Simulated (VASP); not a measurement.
# N (Cmce) in VASP: a series of runs

The runs below take N through single point, with r2SCAN.

Program: VASP 6.6.1. These are calculated values, not measurements. Logs are shortened: lines on timing, memory, paths and dates and some standing lists are left out, and cuts for length are marked.

## Step 1: The cell of the first run

Symmetry: Cmce, No. 64, orthorhombic system. Conventional cell: a = 6.051 Å, b = 4.102 Å, c = 7.338 Å, α = 90.00°, β = 90.00°, γ = 90.00°. N (site symmetry m) has 1 N at 1.09 Å within 1.5 Å.

## Step 2: Single point, r2SCAN

POSCAR

```
N
1.0
    3.0257492029     -2.0510651735      0.0000000000
    3.0257492029      2.0510651735      0.0000000000
    0.0000000000      0.0000000000      7.3380100389
N
4
Direct
    0.9092649576      0.0907350424      0.0545656920
    0.5907350424      0.4092649576      0.5545656920
    0.0907350424      0.9092649576      0.9454343080
    0.4092649576      0.5907350424      0.4454343080
```

INCAR.step1

```
ALGO = Normal
EDIFF = 1E-4
ENCUT = 520
GGA = PE
ISMEAR = 0
LASPH = T
LCHARG = F
LREAL = F
LWAVE = T
NBANDS = 18
NELM = 80
PREC = Accurate
SIGMA = 0.1
```

INCAR.step2

```
ALGO = Normal
EDIFF = 1E-6
ENCUT = 520
ISIF = 2
ISMEAR = 0
ISTART = 1
LASPH = T
LCHARG = T
LELF = T
LMIXTAU = T
LREAL = F
LVHAR = T
LWAVE = F
METAGGA = R2SCAN
NBANDS = 18
NELM = 80
PREC = Accurate
SIGMA = 0.1
```

KPOINTS

```
k-points
0
Gamma
  6 6 4
```

Potentials or basis: VASP PAW PBE potentials, release 64 (N).

The run is started by

```console
cat potpaw_PBE.64/N/POTCAR > POTCAR
cp INCAR.step1 INCAR
mpirun -np 1 vasp_std > vasp.out
cp INCAR.step2 INCAR
mpirun -np 1 vasp_std > vasp.out
```

OUTCAR:

```text
EDIFF = 1E-6
   ENCUT = 520
   ISIF = 2
   ISMEAR = 0
   ISTART = 1
   LASPH = T
   LREAL = F
   METAGGA = R2SCAN
   NELM = 80
   PREC = Accurate

 ion  position               nearest neighbor table
   1  0.909  0.091  0.055-   3 1.09
   2  0.591  0.409  0.555-   4 1.09
   3  0.091  0.909  0.945-   1 1.09
   4  0.409  0.591  0.445-   2 1.09

  LATTYP: Found a base centered orthorhombic cell.
 ALAT       =     4.1021303470
 B/A-ratio  =     1.4752087072
 C/A-ratio  =     1.7888290762

  Lattice vectors:

 A1 = (  -3.0257492029,  -2.0510651735,   0.0000000000)
 A2 = (   3.0257492029,  -2.0510651735,   0.0000000000)
 A3 = (   0.0000000000,   0.0000000000,   7.3380100389)

Analysis of symmetry for initial positions (statically):
=====================================================================
 Subroutine PRICEL returns:
 Original cell was already a primitive cell.

 Routine SETGRP: Setting up the symmetry group for a
 base centered orthorhombic supercell.

 Subroutine GETGRP returns: Found  8 space group operations
 (whereof  4 operations were pure point group operations)
 out of a pool of  8 trial point group operations.

The static configuration has the point symmetry C_2h.
 The point group associated with its full space group is D_2h.

Analysis of symmetry for dynamics (positions and initial velocities):
=====================================================================
 Subroutine PRICEL returns:
 Original cell was already a primitive cell.

 Routine SETGRP: Setting up the symmetry group for a
 base centered orthorhombic supercell.

 Subroutine GETGRP returns: Found  8 space group operations
 (whereof  4 operations were pure point group operations)
 out of a pool of  8 trial point group operations.

The dynamic configuration has the point symmetry C_2h.
 The point group associated with its full space group is D_2h.

 Subroutine INISYM returns: Found  8 space group operations
 (whereof  4 operations are pure point group operations),
 and found     1 'primitive' translations

----------------------------------------------------------------------------------------

                                     Primitive cell

  volume of cell :      91.0795

  direct lattice vectors                    reciprocal lattice vectors
     3.025749203 -2.051065174  0.000000000     0.165248329 -0.243775774  0.000000000
     3.025749203  2.051065174  0.000000000     0.165248329  0.243775774  0.000000000
     0.000000000  0.000000000  7.338010039     0.000000000  0.000000000  0.136276728

  length of vectors
     3.655410590  3.655410590  7.338010039     0.294505752  0.294505752  0.136276728

  position of ions in fractional coordinates (direct lattice)
     0.909264958  0.090735042  0.054565692
     0.590735042  0.409264958  0.554565692
     0.090735042  0.909264958  0.945434308
     0.409264958  0.590735042  0.445434308

  ion indices of the primitive-cell ions
   primitive index   ion index
                 1           1
                 2           2
                 3           3
                 4           4

----------------------------------------------------------------------------------------

 KPOINTS: k-points

Automatic generation of k-mesh.
 Grid dimensions read from file:
 generate k-points for:    6    6    4

 Generating k-lattice:

  Cartesian coordinates                     Fractional coordinates (reciprocal lattice)
     0.027541388 -0.040629296  0.000000000     0.166666667  0.000000000  0.000000000
     0.027541388  0.040629296  0.000000000     0.000000000  0.166666667  0.000000000
     0.000000000  0.000000000  0.034069182     0.000000000  0.000000000  0.250000000

  Length of vectors
     0.049084292  0.049084292  0.034069182

  Shift w.r.t. Gamma in fractional coordinates (k-lattice)
     0.000000000  0.000000000  0.000000000

 Subroutine IBZKPT returns following result:
 ===========================================

 Found     39 irreducible k-points:

 Following reciprocal coordinates:
            Coordinates               Weight
  0.000000  0.000000  0.000000      1.000000
  0.166667  0.000000  0.000000      4.000000
  0.333333 -0.000000  0.000000      4.000000
  0.500000  0.000000  0.000000      2.000000
  0.166667  0.166667  0.000000      2.000000
  0.333333  0.166667  0.000000      4.000000
[... 16 lines left out ...]
  0.333333  0.333333  0.250000      4.000000
  0.500000  0.333333  0.250000      8.000000
 [... further k-points ...]
   k-points           NKPTS =     39   k-points in BZ     NKDIM =     39   number of bands    NBANDS=     18
   number of dos      NEDOS =    301   number of ions     NIONS =      4
   total plane-waves  NPLWV =  43904
   dimension x,y,z NGX =    28 NGY =   28 NGZ =   56
   dimension x,y,z NGXF=    56 NGYF=   56 NGZF=  112
   ions per type =               4
   NGX,Y,Z   is equivalent  to a cutoff of  12.73, 12.73, 12.69 a.u.
   NGXF,Y,Z  is equivalent  to a cutoff of  25.47, 25.47, 25.37 a.u.
 SYSTEM =  unknown system
   PREC   = accura    normal or accurate (medium, high low for compatibility)
   ISTART =      1    job   : 0-new  1-cont  2-samecut
   ICHARG =      0    charge: 1-file 2-atom 10-const
   ISPIN  =      1    spin polarized calculation?
   LNONCOLLINEAR =      F non collinear calculations
   LSORBIT =      F    spin-orbit coupling
   LASPH  =      T    aspherical Exc in radial PAW
   ENCUT  =  520.0 eV  38.22 Ry    6.18 a.u.   6.80  6.80 13.64*2*pi/ulx,y,z
   NELM   =     80;   NELMIN=  2; NELMDL=  0     # of ELM steps
   EDIFF  = 0.1E-05   stopping-criterion for ELM
   LREAL  =      F    real-space projection
   EDIFFG = 0.1E-04   stopping-criterion for IOM
   NSW    =      0    number of steps for IOM
   IBRION =     -1    ionic relax: 0-MD 1-quasi-New 2-CG
   NFREE  =      0    steps in history (QN), initial steepest desc. (CG)
   ISIF   =      2    stress and relaxation
   ISYM   =      2    0-nonsym 1-usesym 2-fastsym
   POTIM  = 0.5000    time-step for ionic-motion
   TEBEG  =    0.0;   TEEND  =   0.0 temperature during run
   PSTRESS=    0.0 pullay stress
   NELECT =      20.0000    total number of electrons
   NUPDOWN=      -1.0000    fix difference up-down
   EMIN   =  10.00;   EMAX   =-10.00  energy-range for DOS
   EFERMI =   0.00;   METHOD = LEGACY
   ISMEAR =     0;   SIGMA  =   0.10  broadening in eV -4-tet -1-fermi 0-gaus
   EFERMI_NEDOS =   21; number of points for ismear=-14 and -15
   IALGO  =     38    algorithm
   IMIX   =      4    mixing-type and parameters
     AMIX     =   0.40;   BMIX     =  1.00
     AMIX_MAG =   1.60;   BMIX_MAG =  1.00
  volume/ion in A,a.u.               =      22.77       153.66
  Fermi-wavevector in a.u.,A,eV,Ry     =   0.987669  1.866423 13.272338  0.975489
  Thomas-Fermi vector in A             =   2.119139
   LORBIT       =      0    0 simple, 1 ext, 2 COOP (PROOUT), +10 PAW based schemes
   METAGGA = R2SCAN    functional components
   LHFCALC =     F    Hartree Fock is set to
   AEXX    =    0.0000 exact exchange contribution
   IVDW    =     0    specifies the selected vdW correction
   LEPSILON=     F    determine dielectric tensor
   LRPA    =     F    only Hartree local field effects (RPA)
 non-spin polarized calculation
 Gauss-broadening in eV      SIGMA  =   0.10
  energy-cutoff  :      520.00
  volume of cell :       91.08
 maximum number of plane-waves:      2476
   NGX = 13   NGY = 13   NGZ = 27

 number of electron      19.9999992 magnetization

 Free energy of the ion-electron system (eV)
  ---------------------------------------------------
  ext. energy  EPLUGINS =         0.00000000
  ---------------------------------------------------
  free energy    TOTEN  =       -36.45112710 eV

  energy without entropy =      -36.45112710  energy(sigma->0) =      -36.45112710

 E-fermi :  -6.5921     XC(G=0):  -6.5299

 val. band max:       -7.0566632439   @ k =   0.5000   0.5000   0.0000
 cond. band min:       1.1879366704   @ k =   0.5000   0.5000   0.0000
 fundamental gap:      8.2445999143
 Fermi energy:        -6.5921285641

 k-point     1 :       0.0000    0.0000    0.0000
  band No.  band energies     occupation
      1     -26.5603      2.00000
      2     -26.5412      2.00000
      3     -10.9629      2.00000
      4     -10.5673      2.00000
      5      -8.5700      2.00000
      6      -8.4589      2.00000
[... 10 lines left out ...]
     17       7.7124      0.00000
     18      12.4989      0.00000

 k-point     2 :       0.1667    0.0000    0.0000
  band No.  band energies     occupation
      1     -26.5483      2.00000
      2     -26.5317      2.00000
      3     -10.9620      2.00000
      4     -10.6385      2.00000
      5      -8.7597      2.00000
      6      -8.5680      2.00000
[... 10 lines left out ...]
     17       7.7621      0.00000
     18      10.8875      0.00000

 k-point     3 :       0.3333   -0.0000    0.0000
  band No.  band energies     occupation
      1     -26.5234      2.00000
      2     -26.5139      2.00000
      3     -10.9664      2.00000
      4     -10.8022      2.00000
      5      -8.9477      2.00000
      6      -8.7920      2.00000
[... 10 lines left out ...]
     17       8.0935      0.00000
     18       9.0027      0.00000

 k-point     4 :       0.5000    0.0000    0.0000
  band No.  band energies     occupation
      1     -26.5080      2.00000
      2     -26.5080      2.00000
      3     -10.9327      2.00000
      4     -10.9327      2.00000
      5      -8.9399      2.00000
      6      -8.9399      2.00000
[... 375 lines left out ...]
      4     -10.8063      2.00000
      5      -8.8304      2.00000
      6      -8.6782      2.00000
[... 10 lines left out ...]
     17       8.4207      0.00000
     18       9.5941      0.00000

 k-point    23 :       0.3333    0.3333    0.2500
  band No.  band energies     occupation
      1     -26.5084      2.00000
      2     -26.4980      2.00000
      3     -10.8383      2.00000
      4     -10.6711      2.00000
      5      -9.0025      2.00000
      6      -8.9071      2.00000
[... 10 lines left out ...]
     17       9.5062      0.00000
     18       9.6768      0.00000

 k-point    24 :       0.5000    0.3333    0.2500
  band No.  band energies     occupation
      1     -26.4964      2.00000
      2     -26.4884      2.00000
      3     -10.8517      2.00000
      4     -10.7423      2.00000
      5      -9.0554      2.00000
      6      -8.9638      2.00000
[... 10 lines left out ...]
     17       8.7879      0.00000
     18       9.2146      0.00000

 [... further k-points ...]

------------------------ aborting loop because EDIFF is reached ----------------------------------------

  FORCE on cell =-STRESS in cart. coord.  units (eV):
  Direction    XX          YY          ZZ          XY          YZ          ZX
  --------------------------------------------------------------------------------------
  -------------------------------------------------------------------------------------
  Total       -0.0775186      2.2089052      2.4498006      0.0000000      0.0000000      0.0000000
  in kB       -1.3636280     38.8567945     43.0943802      0.0000000      0.0000000      0.0000000
  external PRESSURE =      26.8625156 kB  Pullay stress =       0.0000000 kB

 VOLUME and BASIS-vectors are now :
 -----------------------------------------------------------------------------
  energy-cutoff  :      520.00
  volume of cell :       91.08
      direct lattice vectors                 reciprocal lattice vectors
     3.025749203 -2.051065174  0.000000000     0.165248329 -0.243775774  0.000000000
     3.025749203  2.051065174  0.000000000     0.165248329  0.243775774  0.000000000
     0.000000000  0.000000000  7.338010039     0.000000000  0.000000000  0.136276728

 POSITION                                       TOTAL-FORCE (eV/Angst)
 -----------------------------------------------------------------------------------
      3.02575     -1.67886      0.40040         0.000000      1.544533      1.660958
      3.02575     -0.37221      4.06941         0.000000     -1.544533      1.660958
      3.02575      1.67886      6.93761         0.000000     -1.544533     -1.660958
      3.02575      0.37221      3.26860         0.000000      1.544533     -1.660958
 -----------------------------------------------------------------------------------
    total drift:                                0.000000     -0.000000      0.000000

  FREE ENERGIE OF THE ION-ELECTRON SYSTEM (eV)
  ---------------------------------------------------
  free  energy   TOTEN  =       -36.4511270957 eV

  energy  without entropy=      -36.4511270957  energy(sigma->0) =      -36.45112710
```

Run time: 92 s. Hardware: 1 thread of Intel Xeon 6975P-C (Granite Rapids), shared host; peak memory 0.21 GiB.

Results:

- Free energy: -36.4511 eV
- Pressure: 2.7 GPa
- Largest force: 2.268 eV/Å
- Band gap on the k mesh: 8.24 eV

Forces in eV/Å, atoms in the order of the input:
```
N    0.000  1.545  1.661
N    0.000 -1.545  1.661
N    0.000 -1.545 -1.661
N    0.000  1.545 -1.661
```

Caveat: the standard files for N, O and F lose accuracy on very short bonds; the PAW data sets were made with another functional, which shifts forces and pressure a little. A k mesh can miss the band edges.

## Step 3: Single point, r2SCAN

This run uses another cell than the first one, of 24.09 Å³/atom.

POSCAR

```
N
1.0
    3.0862298960     -2.2219394089      0.0000000000
    3.0862298960      2.2219394089      0.0000000000
    0.0000000000      0.0000000000      7.0258226317
N
4
Direct
    0.9071669999      0.0928330001      0.0510284241
    0.5928330001      0.4071669999      0.5510284241
    0.0928330001      0.9071669999      0.9489715759
    0.4071669999      0.5928330001      0.4489715759
```

INCAR.step1

```
SYSTEM = N
  ALGO = Normal
  EDIFF = 1E-4
  ENCUT = 520
  GGA = PE
  ISMEAR = 0
  LASPH = .TRUE.
  LCHARG = .FALSE.
  LREAL = .FALSE.
  LWAVE = .TRUE.
  NBANDS = 18
  NELM = 60
  PREC = Accurate
  SIGMA = 0.02
```

INCAR.step2

```
SYSTEM = N
  ALGO = Normal
  EDIFF = 1E-7
  ENCUT = 520
  ISIF = 2
  ISMEAR = 0
  ISTART = 1
  LASPH = .TRUE.
  LCHARG = .TRUE.
  LELF = .TRUE.
  LMIXTAU = .TRUE.
  LREAL = .FALSE.
  LVHAR = .TRUE.
  LWAVE = .FALSE.
  METAGGA = R2SCAN
  NBANDS = 18
  NELM = 60
  PREC = Accurate
  SIGMA = 0.02
```

KPOINTS

```
k-points
0
G
  8 8 4
  0 0 0
```

Potentials or basis: VASP PAW PBE potentials, release 64 (N).

The run is started by

```console
cat potpaw_PBE.64/N/POTCAR > POTCAR
cp INCAR.step1 INCAR
mpirun -np 1 vasp_std > vasp.out
cp INCAR.step2 INCAR
mpirun -np 1 vasp_std > vasp.out
```

OUTCAR:

```text
SYSTEM = N
   EDIFF = 1E-7
   ENCUT = 520
   ISIF = 2
   ISMEAR = 0
   ISTART = 1
   LASPH = .TRUE.
   LREAL = .FALSE.
   METAGGA = R2SCAN
   NELM = 60
   PREC = Accurate

 ion  position               nearest neighbor table
   1  0.907  0.093  0.051-   3 1.09
   2  0.593  0.407  0.551-   4 1.09
   3  0.093  0.907  0.949-   1 1.09
   4  0.407  0.593  0.449-   2 1.09

  LATTYP: Found a base centered orthorhombic cell.
 ALAT       =     4.4438788178
 B/A-ratio  =     1.3889802232
 C/A-ratio  =     1.5810113011

  Lattice vectors:

 A1 = (  -3.0862298960,  -2.2219394089,   0.0000000000)
 A2 = (   3.0862298960,  -2.2219394089,   0.0000000000)
 A3 = (   0.0000000000,   0.0000000000,   7.0258226317)

Analysis of symmetry for initial positions (statically):
=====================================================================
 Subroutine PRICEL returns:
 Original cell was already a primitive cell.

 Routine SETGRP: Setting up the symmetry group for a
 base centered orthorhombic supercell.

[... 170 lines left out ...]
  energy without entropy =      -36.45706261  energy(sigma->0) =      -36.45706261

 E-fermi :  -7.1521     XC(G=0):  -6.2790

 val. band max:       -7.2588307751   @ k =   0.5000   0.5000   0.0000
 cond. band min:       0.9811222211   @ k =   0.5000   0.5000   0.0000
 fundamental gap:      8.2399529962
 Fermi energy:        -7.1520997505

 k-point     1 :       0.0000    0.0000    0.0000
  band No.  band energies     occupation
      1     -26.7308      2.00000
      2     -26.7093      2.00000
      3     -11.0646      2.00000
      4     -10.7872      2.00000
      5      -8.8574      2.00000
      6      -8.6831      2.00000
[... 481 lines left out ...]
      5      -8.9973      2.00000
      6      -8.8582      2.00000
[... 10 lines left out ...]
     17       8.6200      0.00000
     18       9.3597      0.00000

 [... further k-points ...]

------------------------ aborting loop because EDIFF is reached ----------------------------------------

  FORCE on cell =-STRESS in cart. coord.  units (eV):
  Direction    XX          YY          ZZ          XY          YZ          ZX
  --------------------------------------------------------------------------------------
  -------------------------------------------------------------------------------------
  Total       -0.1896069      2.6860828      1.9553719      0.0000000     -0.0000000      0.0000000
  in kB       -3.1526599     44.6624273     32.5126444      0.0000000     -0.0000000      0.0000000
  external PRESSURE =      24.6741373 kB  Pullay stress =       0.0000000 kB

 VOLUME and BASIS-vectors are now :
 -----------------------------------------------------------------------------
  energy-cutoff  :      520.00
  volume of cell :       96.36
      direct lattice vectors                 reciprocal lattice vectors
     3.086229896 -2.221939409  0.000000000     0.162009966 -0.225028638  0.000000000
     3.086229896  2.221939409  0.000000000     0.162009966  0.225028638  0.000000000
     0.000000000  0.000000000  7.025822632     0.000000000  0.000000000  0.142332087

 POSITION                                       TOTAL-FORCE (eV/Angst)
 -----------------------------------------------------------------------------------
      3.08623     -1.80940      0.35852         0.000000      1.742995      1.514031
      3.08623     -0.41254      3.87143         0.000000     -1.742995      1.514031
      3.08623      1.80940      6.66731         0.000000     -1.742995     -1.514031
      3.08623      0.41254      3.15439         0.000000      1.742995     -1.514031
 -----------------------------------------------------------------------------------
    total drift:                                0.000000      0.000000     -0.000000

  FREE ENERGIE OF THE ION-ELECTRON SYSTEM (eV)
  ---------------------------------------------------
  free  energy   TOTEN  =       -36.4570626100 eV

  energy  without entropy=      -36.4570626100  energy(sigma->0) =      -36.45706261
```

Wall time 2.5 min (1 thread of Intel Xeon 6975P-C (Granite Rapids), shared host); peak memory 0.23 GiB.

What came out:

```yaml
Free_energy: -36.4571 eV
Pressure: 2.5 GPa
Largest_force: 2.309 eV/Å
Band_gap_on_the_k_mesh: 8.24 eV
```

Forces in eV/Å, atoms in the order of the input:
```
N    0.000  1.743  1.514
N    0.000 -1.743  1.514
N    0.000 -1.743 -1.514
N    0.000  1.743 -1.514
```

Stress tensor (GPa, compression positive):
```
-0.32  0.00  0.00
 0.00  4.47  0.00
 0.00  0.00  3.25
```

Levels at points of the mesh, in eV from the valence-band top:
| k point | band 7 | band 8 | band 9 | band 10 | band 11 | band 12 | band 13 | band 14 |
| --- | --- | --- | --- | --- | --- | --- | --- | --- |
| (0.00, 0.00, 0.00) | -1.33 | -1.33 | -0.83 | -0.26 | 8.38 | 8.62 | 8.76 | 8.80 |
| (0.50, 0.00, 0.00) | -1.46 | -1.46 | -0.15 | -0.15 | 8.63 | 8.63 | 9.06 | 9.06 |
| (0.50, 0.50, 0.00) | -1.63 | -1.50 | -0.33 | 0.00 | 8.24 | 8.62 | 8.90 | 9.35 |
| (0.00, 0.00, 0.50) | -1.33 | -1.33 | -0.48 | -0.48 | 8.57 | 8.57 | 8.71 | 8.71 |
| (0.50, 0.00, 0.50) | -1.45 | -1.45 | -0.17 | -0.17 | 8.57 | 8.57 | 9.14 | 9.14 |
| (0.50, 0.50, 0.50) | -1.59 | -1.59 | -0.14 | -0.14 | 8.56 | 8.56 | 8.96 | 8.96 |

Caveat: the standard files for N, O and F lose accuracy on very short bonds; the PAW data sets were made with another functional, which shifts forces and pressure a little. A k mesh can miss the band edges.
